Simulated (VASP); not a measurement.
Set up this calculation in VASP 6.6.1, as the native input.

```yaml
Task: single point
Functional: PBEsol
Potentials_or_basis: VASP PAW PBE potentials, release 64 (Tl_d, Cl)
Cutoff: 500 eV
k_mesh: 4 × 4 × 4
Occupations: methfessel-paxton, width 0.2 eV
Spin: no spin polarisation
Dipole_correction: no
Further_INCAR_settings: ALGO = Normal; EDIFF = 1e-06; NBANDS = 17
```

The structure of TlCl lies in POSCAR:

```
TlCl
1.0
    3.8388256296      0.0000000000      0.0000000000
    0.0000000000      3.8388256296      0.0000000000
    0.0000000000      0.0000000000      3.8388256296
Tl Cl
1 1
Direct
    0.0000000000      0.0000000000      0.0000000000
    0.5000000000      0.5000000000      0.5000000000
```

These files were run (other wordings do the same):

INCAR

```
ALGO = Normal
EDIFF = 1E-6
ENCUT = 500
GGA = PS
GGA_COMPAT = F
ISIF = 2
ISMEAR = 1
LASPH = T
LCHARG = T
LELF = T
LREAL = F
LVHAR = T
LWAVE = F
NBANDS = 17
NELM = 120
PREC = Accurate
SIGMA = 0.2
```

KPOINTS

```
k-points
0
Gamma
  4 4 4
```

Potentials or basis: VASP PAW PBE potentials, release 64 (Tl_d, Cl).

Run with:

```sh
$ cat potpaw_PBE.64/Tl_d/POTCAR potpaw_PBE.64/Cl/POTCAR > POTCAR
$ mpirun -np 1 vasp_std > vasp.out
```

It gave:

```yaml
Pressure: -1.4 GPa
Band_gap_on_the_k_mesh: 1.94 eV
```

Caveat: the PAW data sets were made with another functional, which shifts forces and pressure a little; spin-orbit coupling is left out, which moves the levels of the heavy elements.

It took 12 s on 1 thread of Intel Xeon 8259CL, on a shared host, peak memory 0.16 GiB.
